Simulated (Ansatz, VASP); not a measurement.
**Rh in VASP and in Ansatz**

```xyz
1
Lattice="0.0000 1.8730 1.9016 1.9016 0.0000 1.9016 1.9016 1.8730 0.0000" Properties=species:S:1:pos:R:3 pbc="T T T"
Rh    0.0000    0.0000    0.0000
```

Change from the starting cell: strain -0.0150 x Voigt [0, 1, 0, 0, 0, 0], atoms carried along.

Alike in both runs: task single point; functional r2SCAN; k mesh 22 × 22 × 22; occupations gaussian, width 0.15 eV; no spin polarisation.

```csv
,VASP,Ansatz
version,VASP 6.6.1,Ansatz 0.2.0
potentials or method,"VASP PAW PBE potentials, release 64 (Rh_pv), cutoff 520 eV","scalar-relativistic, plane waves, PAW"
valence electrons in the cell,15,17
```

|  | VASP | Ansatz | Ansatz less VASP |
| --- | --- | --- | --- |
| gap on the k mesh at the Fermi level (eV) | none | none | - |
| pressure (GPa) | 5.1 | 3.8 | -1.29 |
| traceless stress, the component that is largest in VASP (GPa) | 2.54 | 2.53 | -0.014 |

VASP's potentials were made for PBE, not for r2SCAN. A gap of «none» marks a metal or a gap that the smearing closes. VASP's potentials hold 15 valence electrons a cell and Ansatz's 17, so a difference there can come from the potentials and not from the codes.
